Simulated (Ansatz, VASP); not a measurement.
## One calculation of CdF2, two programs

```
CELL_PARAMETERS angstrom
0.00000 2.61826 2.61826
2.61826 0.00000 2.61826
2.61826 2.61826 0.00000
ATOMIC_POSITIONS crystal
Cd 0.00000 0.00000 0.00000
F 0.25000 0.25000 0.25000
F 0.75000 0.75000 0.75000
```

Alike in both runs: task single point; functional PBEsol; k mesh 8 × 8 × 8; occupations gaussian, width 0.05 eV; no spin polarisation.

|  | VASP | Ansatz |
| --- | --- | --- |
| version | VASP 6.6.1 | Ansatz 0.2.0 |
| potentials or method | VASP PAW PBE potentials, release 64 (Cd_sv_GW, F), cutoff 700 eV | scalar-relativistic, plane waves, PAW |
| valence electrons in the cell | 34 | 34 |

|  | VASP | Ansatz | Ansatz less VASP |
| --- | --- | --- | --- |
| gap on the k mesh at the Fermi level (eV) | 3.22 | 3.23 | +0.013 |
| least direct gap on the mesh (eV) | 3.59 | 3.60 | +0.012 |
| pressure (GPa) | 10.7 | 11.0 | +0.36 |

VASP's potentials were made for PBE, not for PBEsol.
